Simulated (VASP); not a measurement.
# C in VASP: a series of runs

Runs on C. Level: PBE+D3(BJ). Tasks: single point, relaxation of the atoms.

Everything below comes from runs of VASP 6.6.1. Logs are shortened: lines on timing, memory, paths and dates and some standing lists are left out, and cuts for length are marked.

## 1. The cell of the first run

The cell holds a slab with vacuum, 6 atoms: a = 2.465 Å, b = 2.465 Å, c = 23.699 Å, α = 90.00°, β = 90.00°, γ = 120.00°.

## 2. Single point, PBE+D3(BJ)

File INCAR:

```
SYSTEM = C
PREC     = Accurate       ! precision mode
ENCUT    = 520            ! plane-wave cutoff, eV
EDIFF    = 1E-7           ! SCF threshold, eV
ISMEAR   = 0              ! smearing method
SIGMA    = 0.05           ! smearing width, eV
LREAL    = .False.        ! projectors in reciprocal space
LASPH    = .True.         ! aspherical terms in the spheres
NELM     = 80             ! most SCF steps
ALGO     = Normal         ! electronic algorithm
ISIF     = 2              ! what is computed and relaxed
LWAVE    = .False.        ! write WAVECAR
LCHARG   = .True.         ! write CHGCAR
LDIPOL   = .True.       
IDIPOL   = 3            
DIPOL    = 0.5 0.5 0.500
GGA      = PE             ! functional
IVDW     = 12             ! dispersion correction
LELF     = .True.         ! ELF
LVHAR    = .True.       
LVACPOTAV= .True.       
NBANDS   = 21             ! bands
```

File KPOINTS:

```
regular mesh
0
Gamma
  12 12 1
  0 0 0
```

File POSCAR:

```
C
1.0
    2.4650495083      0.0000000000      0.0000000000
   -1.2325247541      2.1347954958      0.0000000000
    0.0000000000      0.0000000000     23.6987123425
C
6
Direct
    0.6666666667      0.3333333333      0.3586692761
    0.3333333333      0.6666666667      0.3587372125
    0.3333333333      0.6666666667      0.4999660318
    0.0000000000      0.0000000000      0.5000339682
    0.0000000000      0.0000000000      0.6412627875
    0.6666666667      0.3333333333      0.6413307239
```

Potentials or basis: VASP PAW PBE potentials, release 64 (C).

Command:

```
> cat potpaw_PBE.64/C/POTCAR > POTCAR
> mpirun -np 1 vasp_std > vasp.out
```

OUTCAR:

```text
SYSTEM = C
   PREC = Accurate
   ENCUT = 520
   EDIFF = 1E-7
   ISMEAR = 0
   LREAL = .False.
   LASPH = .True.
   NELM = 80
   ISIF = 2
   GGA = PE
   IVDW = 12
 IVDW          = 12

 ion  position               nearest neighbor table
   1  0.667  0.333  0.359-   2 1.42   2 1.42   2 1.42
   2  0.333  0.667  0.359-   1 1.42   1 1.42   1 1.42
   3  0.333  0.667  0.500-   4 1.42   4 1.42   4 1.42
   4  0.000  0.000  0.500-   3 1.42   3 1.42   3 1.42
   5  0.000  0.000  0.641-   6 1.42   6 1.42   6 1.42
   6  0.667  0.333  0.641-   5 1.42   5 1.42   5 1.42

  LATTYP: Found a hexagonal cell.
 ALAT       =     2.4650495083
 C/A-ratio  =     9.6138889960

  Lattice vectors:

 A1 = (   2.4650495083,   0.0000000000,   0.0000000000)
 A2 = (  -1.2325247541,   2.1347954958,   0.0000000000)
 A3 = (   0.0000000000,   0.0000000000,  23.6987123425)

Analysis of symmetry for initial positions (statically):
=====================================================================
 Subroutine PRICEL returns:
 Original cell was already a primitive cell.

 Routine SETGRP: Setting up the symmetry group for a
 hexagonal supercell.

 Subroutine GETGRP returns: Found 12 space group operations
 (whereof  6 operations were pure point group operations)
 out of a pool of 24 trial point group operations.

The static configuration has the point symmetry C_3v.
 The point group associated with its full space group is D_3d.

Analysis of symmetry for dynamics (positions and initial velocities):
=====================================================================
 Subroutine PRICEL returns:
 Original cell was already a primitive cell.

 Routine SETGRP: Setting up the symmetry group for a
 hexagonal supercell.

 Subroutine GETGRP returns: Found 12 space group operations
 (whereof  6 operations were pure point group operations)
 out of a pool of 24 trial point group operations.

The dynamic configuration has the point symmetry C_3v.
 The point group associated with its full space group is D_3d.

 Subroutine INISYM returns: Found 12 space group operations
 (whereof  6 operations are pure point group operations),
 and found     1 'primitive' translations

----------------------------------------------------------------------------------------

                                     Primitive cell

  volume of cell :     124.7115

  direct lattice vectors                    reciprocal lattice vectors
     2.465049508  0.000000000  0.000000000     0.405671365  0.234214472  0.000000000
    -1.232524754  2.134795496  0.000000000     0.000000000  0.468428944  0.000000000
     0.000000000  0.000000000 23.698712342     0.000000000  0.000000000  0.042196385

  length of vectors
     2.465049508  2.465049508 23.698712342     0.468428944  0.468428944  0.042196385

  position of ions in fractional coordinates (direct lattice)
     0.666666667  0.333333333  0.358669276
     0.333333333  0.666666667  0.358737213
     0.333333333  0.666666667  0.499966032
     0.000000000  0.000000000  0.500033968
     0.000000000  0.000000000  0.641262787
     0.666666667  0.333333333  0.641330724

  ion indices of the primitive-cell ions
   primitive index   ion index
                 1           1
                 2           2
                 3           3
                 4           4
                 5           5
                 6           6

----------------------------------------------------------------------------------------

 KPOINTS: regular mesh

Automatic generation of k-mesh.
 Grid dimensions read from file:
 generate k-points for:   12   12    1

 Generating k-lattice:

  Cartesian coordinates                     Fractional coordinates (reciprocal lattice)
     0.033805947  0.019517873  0.000000000     0.083333333  0.000000000  0.000000000
     0.000000000  0.039035745  0.000000000     0.000000000  0.083333333  0.000000000
     0.000000000  0.000000000  0.042196385     0.000000000  0.000000000  1.000000000

  Length of vectors
     0.039035745  0.039035745  0.042196385

  Shift w.r.t. Gamma in fractional coordinates (k-lattice)
[... 46 lines left out ...]

 Free energy of the ion-electron system (eV)
  ---------------------------------------------------
  ext. energy  EPLUGINS =         0.00000000
  ---------------------------------------------------
  free energy    TOTEN  =       -55.28881707 eV

  energy without entropy =      -55.28805632  energy(sigma->0) =      -55.28843670

 E-fermi :  -0.4679     XC(G=0):  -4.7401

 val. band max:       -0.4764900176   @ k =   0.3333   0.3333   0.0000
 cond. band min:      -0.4592865041   @ k =   0.3333   0.3333   0.0000
 fundamental gap:      0.0172035135
 Fermi energy:        -0.4678882609

 k-point     1 :       0.0000    0.0000    0.0000
  band No.  band energies     occupation
      1     -20.0924      2.00000
      2     -19.9852      2.00000
      3     -19.8767      2.00000
      4      -8.7485      2.00000
      5      -8.0906      2.00000
      6      -7.3552      2.00000
[... 13 lines left out ...]
     20       7.8464      0.00000
     21       7.8504      0.00000

 k-point     2 :       0.0833    0.0000    0.0000
  band No.  band energies     occupation
      1     -19.9271      2.00000
      2     -19.8210      2.00000
      3     -19.7136      2.00000
      4      -8.5487      2.00000
      5      -7.8948      2.00000
      6      -7.1645      2.00000
[... 13 lines left out ...]
     20       7.9049      0.00000
     21       7.9541      0.00000

 k-point     3 :       0.1667    0.0000    0.0000
  band No.  band energies     occupation
      1     -19.4330      2.00000
      2     -19.3301      2.00000
      3     -19.2259      2.00000
      4      -7.9540      2.00000
      5      -7.3125      2.00000
      6      -6.5985      2.00000
[... 13 lines left out ...]
     20       7.8549      0.00000
     21       7.9481      0.00000
[... 337 lines left out ...]
 k-point    18 :       0.3333    0.2500    0.0000
  band No.  band energies     occupation
      1     -14.3379      2.00000
      2     -14.2733      2.00000
      3     -14.2082      2.00000
      4     -12.4530      2.00000
      5     -12.4099      2.00000
      6     -12.3653      2.00000
[... 13 lines left out ...]
     20      11.4676      0.00000
     21      11.7468      0.00000

 k-point    19 :       0.3333    0.3333    0.0000
  band No.  band energies     occupation
      1     -13.1036      2.00000
      2     -13.1036      2.00000
      3     -13.0537      2.00000
      4     -13.0526      2.00000
      5     -13.0070      2.00000
      6     -13.0070      2.00000
[... 13 lines left out ...]
     20      12.2278      0.00000
     21      12.2278      0.00000

------------------------ aborting loop because EDIFF is reached ----------------------------------------

 Edisp (eV)   -0.79096

 E8    (eV) :    -0.2324

  FORCE on cell =-STRESS in cart. coord.  units (eV):
  Direction    XX          YY          ZZ          XY          YZ          ZX
  --------------------------------------------------------------------------------------
  -------------------------------------------------------------------------------------
  Total       0.27246     0.27246     0.01945     0.00000     0.00000     0.00000
  in kB       3.50028     3.50028     0.24983     0.00000     0.00000     0.00000
  external pressure =        2.42 kB  Pullay stress =        0.00 kB

 VOLUME and BASIS-vectors are now :
 -----------------------------------------------------------------------------
  energy-cutoff  :      520.00
  volume of cell :      124.71
      direct lattice vectors                 reciprocal lattice vectors
     2.465049508  0.000000000  0.000000000     0.405671365  0.234214472  0.000000000
    -1.232524754  2.134795496  0.000000000     0.000000000  0.468428944  0.000000000
     0.000000000  0.000000000 23.698712342     0.000000000  0.000000000  0.042196385

 POSITION                                       TOTAL-FORCE (eV/Angst)
 -----------------------------------------------------------------------------------
      1.23252      0.71160      8.50000        -0.000000     -0.000000      0.009442
     -0.00000      1.42320      8.50161         0.000000      0.000000     -0.017280
     -0.00000      1.42320     11.84855        -0.000000      0.000000     -0.000341
      0.00000      0.00000     11.85016        -0.000000     -0.000000      0.000341
      0.00000      0.00000     15.19710         0.000000     -0.000000      0.017280
      1.23252      0.71160     15.19871         0.000000      0.000000     -0.009442
 -----------------------------------------------------------------------------------
    total drift:                               -0.000000      0.000000      0.000000

  FREE ENERGIE OF THE ION-ELECTRON SYSTEM (eV)
  ---------------------------------------------------
  free  energy   TOTEN  =       -56.0797746680 eV

  energy  without entropy=      -56.0790139230  energy(sigma->0) =      -56.07939430

 vacuum level on the upper side and lower side of the slab         3.810         3.810
```

Run time: 53 s. Hardware: 1 thread of Intel Xeon Platinum 8488C (Sapphire Rapids), shared host; peak memory 0.23 GiB.

What came out:

```yaml
Free_energy: -56.0798 eV
Largest_force: 0.017 eV/Å
Band_gap_on_the_k_mesh: 0.02 eV, direct
Dispersion_energy_per_atom: -0.132 eV
```

Forces in eV/Å, atoms in the order of the input:
```
C    0.000  0.000  0.009
C    0.000  0.000 -0.017
C    0.000  0.000  0.000
C    0.000  0.000  0.000
C    0.000  0.000  0.017
C    0.000  0.000 -0.009
```

## 3. Single point, PBE+D3(BJ)

This run uses another cell than the first one: it holds 24 atoms, not 6.

File INCAR:

```
SYSTEM = C
ALGO = Normal
DIPOL = 0.5 0.5 0.500
EDIFF = 1E-7
ENCUT = 520
GGA = PE
IDIPOL = 3
ISIF = 2
ISMEAR = 0
IVDW = 12
LASPH = .True.
LCHARG = .False.
LDIPOL = .True.
LREAL = Auto
LWAVE = .False.
NBANDS = 66
NELM = 60
PREC = Accurate
SIGMA = 0.05
```

File KPOINTS:

```
k-points
0
Gamma
  6 6 1
  0 0 0
```

File POSCAR:

```
C
1.0
    4.9300990166      0.0000000000      0.0000000000
   -2.4650495083      4.2695909915      0.0000000000
    0.0000000000      0.0000000000     23.6987123416
C
24
Direct
    0.8333333333      0.6666666667      0.3586692761
    0.8333333333      0.1666666667      0.3586692761
    0.3333333333      0.6666666667      0.3586692761
    0.3333333333      0.1666666667      0.3586692761
    0.6666666667      0.3333333333      0.3587372125
    0.6666666667      0.8333333333      0.3587372125
    0.1666666667      0.3333333333      0.3587372125
    0.1666666667      0.8333333333      0.3587372125
    0.1666666667      0.8333333333      0.4999660318
    0.1666666667      0.3333333333      0.4999660318
    0.6666666667      0.8333333333      0.4999660318
    0.6666666667      0.3333333333      0.4999660318
    0.0000000000      0.5000000000      0.5000339682
    0.0000000000      0.0000000000      0.5000339682
    0.5000000000      0.5000000000      0.5000339682
    0.5000000000      0.0000000000      0.5000339682
    0.5000000000      0.0000000000      0.6412627875
    0.5000000000      0.5000000000      0.6412627875
    0.0000000000      0.0000000000      0.6412627875
    0.0000000000      0.5000000000      0.6412627875
    0.3333333333      0.6666666667      0.6413307239
    0.3333333333      0.1666666667      0.6413307239
    0.8333333333      0.6666666667      0.6413307239
    0.8333333333      0.1666666667      0.6413307239
```

Potentials or basis: VASP PAW PBE potentials, release 64 (C).

Command:

```
> cat potpaw_PBE.64/C/POTCAR > POTCAR
> mpirun -np 1 vasp_std > vasp.out
```

Wall time 5.3 min (1 thread of Intel Xeon 6975P-C (Granite Rapids), shared host); peak memory 0.6 GiB.

It converged, with:

```
Free energy                : -224.3298 eV
Largest force              : 0.016 eV/Å
Band gap on the k mesh     : 0.02 eV
Dispersion energy per atom : -0.132 eV
```

Forces on the atoms (eV/Å):
```
C    0.000  0.000  0.008
C    0.000  0.000  0.008
C    0.000  0.000  0.008
C    0.000  0.000  0.008
C    0.000  0.000 -0.016
C    0.000  0.000 -0.016
C    0.000  0.000 -0.016
C    0.000  0.000 -0.016
C    0.000  0.000 -0.002
C    0.000  0.000 -0.002
C    0.000  0.000 -0.002
C    0.000  0.000 -0.002
C    0.000  0.000  0.002
C    0.000  0.000  0.002
C    0.000  0.000  0.002
C    0.000  0.000  0.002
C    0.000  0.000  0.016
C    0.000  0.000  0.016
C    0.000  0.000  0.016
C    0.000  0.000  0.016
C    0.000  0.000 -0.008
C    0.000  0.000 -0.008
C    0.000  0.000 -0.008
C    0.000  0.000 -0.008
```

Levels at points of the mesh, in eV from the valence-band top:
| k point | band 46 | band 47 | band 48 | band 49 | band 50 | band 51 |
| --- | --- | --- | --- | --- | --- | --- |
| (0.00, 0.00, 0.00) | -2.11 | -2.11 | -2.11 | 1.46 | 1.46 | 1.46 |
| (0.50, 0.00, 0.00) | -2.73 | -2.20 | -2.20 | 2.61 | 2.61 | 2.82 |

## 4. Single point, PBE+D3(BJ)

This run uses another cell than the first one: it holds 24 atoms, not 6.

INCAR is that of step 3.

KPOINTS is that of step 3.

File POSCAR:

```
C
1.0
    4.9300990165      0.0000000000      0.0000000000
   -2.4650495082      4.2695909914      0.0000000000
    0.0000000000      0.0000000000     23.6987123400
C
24
Direct
    0.8333333333      0.6666666667      0.3586692761
    0.8333333333      0.1666666667      0.3586692761
    0.3333333333      0.6666666667      0.3586692761
    0.3333333333      0.1666666667      0.3586692761
    0.6666666667      0.3333333333      0.3587372126
    0.6666666667      0.8333333333      0.3587372126
    0.1666666667      0.3333333333      0.3587372126
    0.1666666667      0.8333333333      0.3587372126
    0.1666666667      0.8333333333      0.4999660318
    0.1666666667      0.3333333333      0.4999660318
    0.6666666667      0.8333333333      0.4999660318
    0.6666666667      0.3333333333      0.4999660318
    0.0000000000      0.5000000000      0.5000339682
    0.0000000000      0.0000000000      0.5000339682
    0.5000000000      0.5000000000      0.5000339682
    0.5000000000      0.0000000000      0.5000339682
    0.5000000000      0.0000000000      0.6412627874
    0.5000000000      0.5000000000      0.6412627874
    0.0000000000      0.0000000000      0.6412627874
    0.0000000000      0.5000000000      0.6412627874
    0.3333333333      0.6666666667      0.6413307239
    0.3333333333      0.1666666667      0.6413307239
    0.8333333333      0.6666666667      0.6413307239
    0.8333333333      0.1666666667      0.6413307239
```

Command:

```
> cat potpaw_PBE.64/C/POTCAR > POTCAR
> mpirun -np 1 vasp_std > vasp.out
```

Run time: 15 min. Hardware: 1 thread of AMD EPYC 7R43 (Zen 3), shared host; peak memory 0.54 GiB.

Results (log left out):

* Free energy: -224.3298 eV
* Largest force: 0.016 eV/Å
* Band gap on the k mesh: 0.02 eV
* Dispersion energy per atom: -0.132 eV

Forces in eV/Å, atoms in the order of the input:
```
C    0.000  0.000  0.008
C    0.000  0.000  0.008
C    0.000  0.000  0.008
C    0.000  0.000  0.008
C    0.000  0.000 -0.016
C    0.000  0.000 -0.016
C    0.000  0.000 -0.016
C    0.000  0.000 -0.016
C    0.000  0.000 -0.002
C    0.000  0.000 -0.002
C    0.000  0.000 -0.002
C    0.000  0.000 -0.002
C    0.000  0.000  0.002
C    0.000  0.000  0.002
C    0.000  0.000  0.002
C    0.000  0.000  0.002
C    0.000  0.000  0.016
C    0.000  0.000  0.016
C    0.000  0.000  0.016
C    0.000  0.000  0.016
C    0.000  0.000 -0.008
C    0.000  0.000 -0.008
C    0.000  0.000 -0.008
C    0.000  0.000 -0.008
```

Levels at points of the mesh, in eV from the valence-band top:
```csv
k point,band 46,band 47,band 48,band 49,band 50,band 51
"(0.00, 0.00, 0.00)",-2.11,-2.11,-2.11,1.46,1.46,1.46
"(0.50, 0.00, 0.00)",-2.73,-2.20,-2.20,2.61,2.61,2.82
```

## 5. Relaxation of the atoms, PBE+D3(BJ)

File INCAR:

```
  ALGO = Normal
  DIPOL = 0.5 0.5 0.500
  EDIFF = 1E-6
  EDIFFG = -0.03
  ENCUT = 520
  GGA = PE
  IBRION = 2
  IDIPOL = 3
  ISIF = 2
  ISMEAR = 0
  IVDW = 12
  LASPH = T
  LCHARG = F
  LDIPOL = T
  LREAL = F
  LWAVE = F
  NELM = 60
  NSW = 90
  PREC = Accurate
  SIGMA = 0.05
```

File KPOINTS:

```
k-points
0
Gamma
  12 12 1
```

File POSCAR:

```
C
1.0
    2.4650495083      0.0000000000      0.0000000000
   -1.2325247542      2.1347954958      0.0000000000
    0.0000000000      0.0000000000     23.6987123419
C
6
Selective dynamics
Direct
    0.6666666667      0.3333333333      0.3586692761  F F F
    0.3333333333      0.6666666667      0.3587372125  F F F
    0.3333333333      0.6666666667      0.4999660318  T T T
    0.0000000000      0.0000000000      0.5000339682  T T T
    0.0000000000      0.0000000000      0.6412627875  T T T
    0.6666666667      0.3333333333      0.6413307239  T T T
```

Command:

```
> cat potpaw_PBE.64/C/POTCAR > POTCAR
> mpirun -np 1 vasp_std > vasp.out
```

It took 29 s on 1 thread of Intel Xeon 6975P-C (Granite Rapids), shared host; peak memory 0.23 GiB.

It converged, with:

```
Free energy                : -56.0798 eV
Band gap on the k mesh     : 0.02 eV, direct
Dispersion energy per atom : -0.132 eV
```

Final structure:
```
C
1.0
     2.46505    0.00000    0.00000
    -1.23252    2.13480    0.00000
     0.00000    0.00000   23.69871
C
6
Direct
  0.66667 0.33333 0.35867
  0.33333 0.66667 0.35874
  0.33333 0.66667 0.49997
  0.00000 0.00000 0.50003
  0.00000 0.00000 0.64126
  0.66667 0.33333 0.64133
```

Levels at points of the mesh, in eV from the valence-band top:
| k point | band 8 | band 9 | band 10 | band 11 | band 12 | band 13 | band 14 | band 15 | band 16 |
| --- | --- | --- | --- | --- | --- | --- | --- | --- | --- |
| (0.00, 0.00, 0.00) | -3.02 | -3.02 | -3.02 | -3.01 | -3.01 | 3.51 | 3.70 | 4.55 | 5.57 |
| (0.50, 0.00, 0.00) | -6.40 | -6.38 | -2.63 | -2.39 | -2.11 | 1.46 | 1.77 | 1.97 | 7.26 |

Caveat: the relaxation stopped at its first step, so nothing moved.

## 6. Overview

| task | cell | k mesh | atoms held fixed (from 0) | gap on the mesh (eV) | largest force (eV/Å) |
| --- | --- | --- | --- | --- | --- |
| single point | a = 2.465, b = 2.465, c = 23.699 Å, angles 90.0, 90.0, 120.0°, 6 atoms | 12 × 12 × 1 | - | 0.02 | 0.02 |
| single point | a = 4.930, b = 4.930, c = 23.699 Å, angles 90.0, 90.0, 120.0°, 24 atoms | 6 × 6 × 1 | - | 0.02 | 0.02 |
| relaxation of the atoms | atoms relaxed from a = 2.465, b = 2.465, c = 23.699 Å, angles 90.0, 90.0, 120.0°, 6 atoms | 12 × 12 × 1 | [0, 1] | 0.02 | - |

Alike in all rows: level PBE+D3(BJ); potentials or basis VASP PAW PBE potentials, release 64 (C); no spin polarisation; cutoff (eV) 520; smearing gaussian 0.05 eV.

Caveats: the relaxation stopped at its first step, so nothing moved (some runs).

Absolute energies hang on the potentials; compare differences alone.
